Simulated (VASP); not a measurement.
Write the native input for VASP 6.6.1 that does the following.

| Item | Value |
| --- | --- |
| Task | single point |
| Functional | PBEsol |
| Potentials or basis | VASP PAW PBE potentials, release 64 (Bi_d) |
| Cutoff | 520 eV |
| k mesh | 12 × 12 × 12 |
| Occupations | gaussian, width 0.05 eV |
| Spin | no spin polarisation |
| Dipole correction | no |
| Further INCAR settings | ALGO = Normal; EDIFF = 1e-06; NBANDS = 22 |

The structure of Bi lies in POSCAR:

```
Bi
1.0
    2.2623537551      1.3061705495      3.8938444030
   -2.2623537551      1.3061705495      3.8938444030
    0.0000000000     -2.6123410990      3.8938444031
Bi
2
Direct
    0.2365279692      0.2365279692      0.2365279692
    0.7634720308      0.7634720308      0.7634720308
```

The input as run:

INCAR

```
  PREC = Accurate
  ENCUT = 520
  EDIFF = 1E-6
  ISMEAR = 0
  SIGMA = 0.05
  LREAL = False
  LASPH = True
  NELM = 60
  ALGO = Normal
  ISIF = 2
  LWAVE = False
  LCHARG = False
  GGA = PS
  NBANDS = 22
```

KPOINTS

```
Automatic mesh
0
Gamma
  12 12 12
```

Potentials or basis: VASP PAW PBE potentials, release 64 (Bi_d).

Command:

```sh
$ cat potpaw_PBE.64/Bi_d/POTCAR > POTCAR
$ mpirun -np 1 vasp_std > vasp.out
```

It gave:

```json
{
 "Pressure": "-0.1 GPa",
 "Largest force": "0.003 eV/Å",
 "Band gap on the k mesh": "zero (bands 15 and 16 overlap by 0.20 eV)"
}
```

Caveat: the PAW data sets were made with another functional, which shifts forces and pressure a little; spin-orbit coupling is left out, which moves the levels of the heavy elements.

Wall time 2.5 min on 1 thread of AMD EPYC 9R45 96-Core Processor (Zen 5), on a shared host, peak memory 0.33 GiB.
